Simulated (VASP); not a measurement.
# CdF2 (I4/mmm) in VASP: notebook

Aim: see how the results for CdF2 move with the level of theory and the settings. Levels: PBE, r2SCAN. Tasks: single point.

All numbers are computed with VASP 6.6.1; they aren't measurements. Logs are shortened: lines on timing, memory, paths and dates and some standing lists are left out, and cuts for length are marked.

### Step 1. The cell of the first run

It takes space group I4/mmm (No. 139, tetragonal). The conventional cell has a = 3.810 Å, b = 3.810 Å, c = 5.103 Å, α = 90.00°, β = 90.00°, γ = 90.00°. Within 3.0 Å of Cd (site symmetry 4/mmm) lie 8 F at 2.29 Å. F (site symmetry -4m2) has 4 Cd at 2.29 Å and 6 F at 2.55 to 2.69 Å within 3.0 Å.

### Step 2. Single point, PBE (uniaxial x strain -5.3%)

INCAR reads:

```
ALGO     = Normal         # electronic algorithm
EDIFF    = 1E-6           # SCF threshold, eV
ENCUT    = 700            # plane-wave cutoff, eV
GGA      = PE             # functional
GGA_COMPAT= F            
ISIF     = 2              # what is computed and relaxed
ISMEAR   = -1             # smearing method
LASPH    = T              # aspherical terms in the spheres
LCHARG   = T              # write CHGCAR
LELF     = T              # ELF
LREAL    = F              # projectors in reciprocal space
LVHAR    = T            
LWAVE    = F              # write WAVECAR
NBANDS   = 24             # bands
NELM     = 120            # most SCF steps
PREC     = Accurate       # precision mode
SIGMA    = 0.02           # smearing width, eV
```

KPOINTS reads:

```
k-points
0
Gamma
  8 8 8
```

POSCAR reads:

```
CdF2
1.0
    0.0000000000      2.6941776812      2.6941776812
    2.5516556819      0.0000000000      2.6941776812
    2.5516556819      2.6941776812      0.0000000000
Cd F
1 2
Direct
    0.0000000000      0.0000000000      0.0000000000
    0.2500000000      0.2500000000      0.2500000000
    0.7500000000      0.7500000000      0.7500000000
```

Potentials or basis: VASP PAW PBE potentials, release 64 (Cd_sv_GW, F).

Launch:

```
cat potpaw_PBE.64/Cd_sv_GW/POTCAR potpaw_PBE.64/F/POTCAR > POTCAR
mpirun -np 1 vasp_std > vasp.out
```

OUTCAR:

```text
EDIFF = 1E-6
   ENCUT = 700
   GGA = PE
   ISIF = 2
   ISMEAR = -1
   LASPH = T
   LREAL = F
   NELM = 120
   PREC = Accurate

 ion  position               nearest neighbor table
   1  0.000  0.000  0.000-
   2  0.250  0.250  0.250-
   3  0.750  0.750  0.750-

  LATTYP: Found a body centered tetragonal cell.
 ALAT       =     3.8101426162
 C/A-ratio  =     1.3394016649

  Lattice vectors:

 A1 = (  -2.5516556819,   0.0000000000,  -2.6941776812)
 A2 = (  -2.5516556819,   0.0000000000,   2.6941776812)
 A3 = (   2.5516556819,   2.6941776812,   0.0000000000)

Analysis of symmetry for initial positions (statically):
=====================================================================
 Subroutine PRICEL returns:
 Original cell was already a primitive cell.

 Routine SETGRP: Setting up the symmetry group for a
 body centered tetragonal supercell.

 Subroutine GETGRP returns: Found 16 space group operations
 (whereof 16 operations were pure point group operations)
 out of a pool of 16 trial point group operations.

The static configuration has the point symmetry D_4h.

Analysis of symmetry for dynamics (positions and initial velocities):
=====================================================================
 Subroutine PRICEL returns:
 Original cell was already a primitive cell.

 Routine SETGRP: Setting up the symmetry group for a
 body centered tetragonal supercell.

 Subroutine GETGRP returns: Found 16 space group operations
 (whereof 16 operations were pure point group operations)
 out of a pool of 16 trial point group operations.

The dynamic configuration has the point symmetry D_4h.

 Subroutine INISYM returns: Found 16 space group operations
 (whereof 16 operations are pure point group operations),
 and found     1 'primitive' translations

----------------------------------------------------------------------------------------

                                     Primitive cell

  volume of cell :      37.0429

  direct lattice vectors                    reciprocal lattice vectors
     0.000000000  2.694177681  2.694177681    -0.195951203  0.185585384  0.185585384
     2.551655682  0.000000000  2.694177681     0.195951203 -0.185585384  0.185585384
     2.551655682  2.694177681  0.000000000     0.195951203  0.185585384 -0.185585384

  length of vectors
     3.810142616  3.710733094  3.710733094     0.327537393  0.327537393  0.327537393

  position of ions in fractional coordinates (direct lattice)
     0.000000000  0.000000000  0.000000000
     0.250000000  0.250000000  0.250000000
     0.750000000  0.750000000  0.750000000

  ion indices of the primitive-cell ions
   primitive index   ion index
                 1           1
                 2           2
                 3           3

----------------------------------------------------------------------------------------

 KPOINTS: k-points

Automatic generation of k-mesh.
 Grid dimensions read from file:
 generate k-points for:    8    8    8

 Generating k-lattice:

  Cartesian coordinates                     Fractional coordinates (reciprocal lattice)
    -0.024493900  0.023198173  0.023198173     0.125000000 -0.000000000 -0.000000000
     0.024493900 -0.023198173  0.023198173     0.000000000  0.125000000  0.000000000
     0.024493900  0.023198173 -0.023198173     0.000000000  0.000000000  0.125000000

  Length of vectors
     0.040942174  0.040942174  0.040942174

  Shift w.r.t. Gamma in fractional coordinates (k-lattice)
     0.000000000  0.000000000  0.000000000

 Subroutine IBZKPT returns following result:
 ===========================================

 Found     59 irreducible k-points:

 Following reciprocal coordinates:
            Coordinates               Weight
  0.000000  0.000000  0.000000      1.000000
  0.125000 -0.000000 -0.000000      8.000000
  0.250000 -0.000000 -0.000000      8.000000
  0.375000 -0.000000 -0.000000      8.000000
  0.500000 -0.000000 -0.000000      4.000000
  0.125000  0.125000  0.000000      4.000000
[... 16 lines left out ...]
  0.250000  0.125000  0.125000      4.000000
  0.375000  0.125000  0.125000      8.000000
 [... further k-points ...]
   k-points           NKPTS =     59   k-points in BZ     NKDIM =     59   number of bands    NBANDS=     24
   number of dos      NEDOS =    301   number of ions     NIONS =      3
   total plane-waves  NPLWV =  36864
   dimension x,y,z NGX =    36 NGY =   32 NGZ =   32
   dimension x,y,z NGXF=    72 NGYF=   64 NGZF=   64
   ions per type =               1   2
   NGX,Y,Z   is equivalent  to a cutoff of  15.71, 14.34, 14.34 a.u.
   NGXF,Y,Z  is equivalent  to a cutoff of  31.42, 28.67, 28.67 a.u.
 SYSTEM =  unknown system
   PREC   = accura    normal or accurate (medium, high low for compatibility)
   ISTART =      0    job   : 0-new  1-cont  2-samecut
   ICHARG =      2    charge: 1-file 2-atom 10-const
   ISPIN  =      1    spin polarized calculation?
   LNONCOLLINEAR =      F non collinear calculations
   LSORBIT =      F    spin-orbit coupling
   LASPH  =      T    aspherical Exc in radial PAW
   ENCUT  =  700.0 eV  51.45 Ry    7.17 a.u.   8.22  8.01  8.01*2*pi/ulx,y,z
   NELM   =    120;   NELMIN=  2; NELMDL= -5     # of ELM steps
   EDIFF  = 0.1E-05   stopping-criterion for ELM
   LREAL  =      F    real-space projection
   EDIFFG = 0.1E-04   stopping-criterion for IOM
   NSW    =      0    number of steps for IOM
   IBRION =     -1    ionic relax: 0-MD 1-quasi-New 2-CG
   NFREE  =      0    steps in history (QN), initial steepest desc. (CG)
   ISIF   =      2    stress and relaxation
   ISYM   =      2    0-nonsym 1-usesym 2-fastsym
   POTIM  = 0.5000    time-step for ionic-motion
   TEBEG  =    0.0;   TEEND  =   0.0 temperature during run
   PSTRESS=    0.0 pullay stress
   NELECT =      34.0000    total number of electrons
   NUPDOWN=      -1.0000    fix difference up-down
   EMIN   =  10.00;   EMAX   =-10.00  energy-range for DOS
   EFERMI =   0.00;   METHOD = LEGACY
   ISMEAR =    -1;   SIGMA  =   0.02  broadening in eV -4-tet -1-fermi 0-gaus
   EFERMI_NEDOS =   21; number of points for ismear=-14 and -15
   IALGO  =     38    algorithm
   IMIX   =      4    mixing-type and parameters
     AMIX     =   0.40;   BMIX     =  1.00
     AMIX_MAG =   1.60;   BMIX_MAG =  1.00
  volume/ion in A,a.u.               =      12.35        83.33
  Fermi-wavevector in a.u.,A,eV,Ry     =   1.590986  3.006527 34.439552  2.531236
  Thomas-Fermi vector in A             =   2.689596
   LORBIT       =      0    0 simple, 1 ext, 2 COOP (PROOUT), +10 PAW based schemes
   GGA     = PE    functional components
   LHFCALC =     F    Hartree Fock is set to
   AEXX    =    0.0000 exact exchange contribution
   IVDW    =     0    specifies the selected vdW correction
   LEPSILON=     F    determine dielectric tensor
   LRPA    =     F    only Hartree local field effects (RPA)
 non-spin polarized calculation
  energy-cutoff  :      700.00
  volume of cell :       37.04
 maximum number of plane-waves:      1588
 NGX is ok and might be reduce to    36
   NGX = 17   NGY = 15   NGZ = 15

 number of electron      33.9999995 magnetization

 Free energy of the ion-electron system (eV)
  ---------------------------------------------------
  ext. energy  EPLUGINS =         0.00000000
  ---------------------------------------------------
  free energy    TOTEN  =       -10.83976462 eV

  energy without entropy =      -10.83976462  energy(sigma->0) =      -10.83976462

 E-fermi :   1.7660     XC(G=0): -10.8615

 val. band max:        1.2383117901   @ k =  -0.3750   0.5000   0.1250
 cond. band min:       4.4349407511   @ k =   0.0000   0.0000   0.0000
 fundamental gap:      3.1966289610
 Fermi energy:         1.7659651938

 k-point     1 :       0.0000    0.0000    0.0000
  band No.  band energies     occupation
      1     -97.1636      2.00000
      2     -58.2805      2.00000
      3     -58.2587      2.00000
      4     -58.2587      2.00000
      5     -19.9339      2.00000
      6     -18.6597      2.00000
[... 16 lines left out ...]
     23      20.8504      0.00000
     24      22.1560      0.00000

 k-point     2 :       0.1250   -0.0000   -0.0000
  band No.  band energies     occupation
      1     -97.1636      2.00000
      2     -58.2808      2.00000
      3     -58.2591      2.00000
      4     -58.2588      2.00000
      5     -19.8766      2.00000
      6     -18.7114      2.00000
[... 16 lines left out ...]
     23      20.4811      0.00000
     24      21.6932      0.00000

 k-point     3 :       0.2500   -0.0000   -0.0000
  band No.  band energies     occupation
      1     -97.1636      2.00000
      2     -58.2814      2.00000
      3     -58.2598      2.00000
      4     -58.2591      2.00000
      5     -19.7209      2.00000
      6     -18.8506      2.00000
[... 16 lines left out ...]
     23      20.8967      0.00000
     24      21.3320      0.00000

 k-point     4 :       0.3750   -0.0000   -0.0000
  band No.  band energies     occupation
      1     -97.1635      2.00000
      2     -58.2820      2.00000
      3     -58.2606      2.00000
      4     -58.2593      2.00000
      5     -19.5077      2.00000
      6     -19.0433      2.00000
[... 16 lines left out ...]
     23      20.2940      0.00000
     24      20.7084      0.00000

 k-point     5 :       0.5000   -0.0000   -0.0000
  band No.  band energies     occupation
      1     -97.1635      2.00000
      2     -58.2823      2.00000
      3     -58.2608      2.00000
      4     -58.2594      2.00000
      5     -19.3162      2.00000
      6     -19.2251      2.00000
[... 451 lines left out ...]
 k-point    22 :       0.0000    0.1250    0.1250
  band No.  band energies     occupation
      1     -97.1636      2.00000
      2     -58.2811      2.00000
      3     -58.2590      2.00000
      4     -58.2590      2.00000
      5     -19.8451      2.00000
      6     -18.7430      2.00000
[... 16 lines left out ...]
     23      20.9657      0.00000
     24      21.7527      0.00000

 k-point    23 :       0.2500    0.1250    0.1250
  band No.  band energies     occupation
      1     -97.1636      2.00000
      2     -58.2810      2.00000
      3     -58.2597      2.00000
      4     -58.2589      2.00000
      5     -19.8017      2.00000
      6     -18.7730      2.00000
[... 16 lines left out ...]
     23      20.4892      0.00000
     24      22.2350      0.00000

 k-point    24 :       0.3750    0.1250    0.1250
  band No.  band energies     occupation
      1     -97.1635      2.00000
      2     -58.2816      2.00000
      3     -58.2604      2.00000
      4     -58.2592      2.00000
      5     -19.6444      2.00000
      6     -18.9081      2.00000
[... 16 lines left out ...]
     23      19.4113      0.00000
     24      22.8899      0.00000

 [... further k-points ...]

------------------------ aborting loop because EDIFF is reached ----------------------------------------

  FORCE on cell =-STRESS in cart. coord.  units (eV):
  Direction    XX          YY          ZZ          XY          YZ          ZX
  --------------------------------------------------------------------------------------
  -------------------------------------------------------------------------------------
  Total        3.8082626      2.3463070      2.3463070      0.0000000      0.0000000      0.0000000
  in kB      164.7149187    101.4824378    101.4824378      0.0000000      0.0000000      0.0000000
  external PRESSURE =     122.5599314 kB  Pullay stress =       0.0000000 kB

 VOLUME and BASIS-vectors are now :
 -----------------------------------------------------------------------------
  energy-cutoff  :      700.00
  volume of cell :       37.04
      direct lattice vectors                 reciprocal lattice vectors
     0.000000000  2.694177681  2.694177681    -0.195951203  0.185585384  0.185585384
     2.551655682  0.000000000  2.694177681     0.195951203 -0.185585384  0.185585384
     2.551655682  2.694177681  0.000000000     0.195951203  0.185585384 -0.185585384

 POSITION                                       TOTAL-FORCE (eV/Angst)
 -----------------------------------------------------------------------------------
      0.00000      0.00000      0.00000         0.000000     -0.000000      0.000000
      1.27583      1.34709      1.34709        -0.000000      0.000000      0.000000
      3.82748      4.04127      4.04127         0.000000     -0.000000     -0.000000
 -----------------------------------------------------------------------------------
    total drift:                               -0.000000      0.000000      0.000000

  FREE ENERGIE OF THE ION-ELECTRON SYSTEM (eV)
  ---------------------------------------------------
  free  energy   TOTEN  =       -10.8397646207 eV

  energy  without entropy=      -10.8397646207  energy(sigma->0) =      -10.83976462
```

It took 73 s on 1 thread of Intel Xeon Platinum 8259CL at 2.50GHz (Skylake/Cascade Lake), shared host; peak memory 0.25 GiB.

What came out:

| Quantity | Value |
| --- | --- |
| Free energy | -10.8398 eV |
| Pressure | 12.3 GPa |
| Band gap on the k mesh | 3.20 eV (least direct gap 3.63 eV) |

Stress tensor (GPa, compression positive):
```
16.47  0.00  0.00
 0.00 10.15  0.00
 0.00  0.00 10.15
```

Caveat: the cell differs from its parent crystal (uniaxial x strain -5.3%); the stress differs along the axes, from 10 to 16 GPa.

### Step 3. Single point, r2SCAN (uniaxial x strain -5.3%)

POSCAR is that of step 2.

INCAR.step1 reads:

```
PREC = Accurate
ENCUT = 770
ISMEAR = 0
SIGMA = 0.01
LREAL = F
LASPH = T
NELM = 120
NBANDS = 24
GGA = PE
ALGO = Normal
EDIFF = 1E-5
LWAVE = T
LCHARG = F
GGA_COMPAT = F
```

INCAR.step2 reads:

```
PREC = Accurate
ENCUT = 770
EDIFF = 1E-6
ISMEAR = 0
SIGMA = 0.01
LREAL = F
LASPH = T
NELM = 120
ALGO = Normal
ISIF = 2
LWAVE = F
LCHARG = F
METAGGA = R2SCAN
LMIXTAU = T
NBANDS = 24
ISTART = 1
GGA_COMPAT = F
```

KPOINTS reads:

```
regular mesh
0
Gamma
  8 8 8
```

Potentials or basis: VASP PAW PBE potentials, release 64 (Cd_sv_GW, F).

Launch:

```
cat potpaw_PBE.64/Cd_sv_GW/POTCAR potpaw_PBE.64/F/POTCAR > POTCAR
cp INCAR.step1 INCAR
mpirun -np 1 vasp_std > vasp.out
cp INCAR.step2 INCAR
mpirun -np 1 vasp_std > vasp.out
```

Wall time 4.5 min (1 thread of Intel Xeon Platinum 8375C at 2.90GHz (Ice Lake), shared host); peak memory 0.29 GiB.

The run converged. Its results:

```
Free energy            : -33.7744 eV
Pressure               : 6.5 GPa
Band gap on the k mesh : 3.90 eV (least direct gap 4.34 eV)
```

Stress tensor (GPa, compression positive):
```
11.03  0.00  0.00
 0.00  4.25  0.00
 0.00  0.00  4.25
```

Levels at points of the mesh, in eV from the valence-band top:
```tsv
k point	band 15	band 16	band 17	band 18	band 19	band 20
(0.00, 0.00, 0.00)	-0.63	-0.44	-0.44	3.90	13.75	13.87
(0.50, 0.00, 0.00)	-2.04	-0.44	-0.42	8.38	9.77	15.83
(0.50, 0.50, 0.00)	-0.79	-0.21	-0.02	9.34	10.85	12.28
(0.00, 0.50, 0.50)	-0.44	-0.19	-0.19	9.16	10.75	12.37
```

Caveat: the cell differs from its parent crystal (uniaxial x strain -5.3%); the stress differs along the axes, from 4 to 11 GPa; the PAW data sets were made with another functional, which shifts forces and pressure a little.
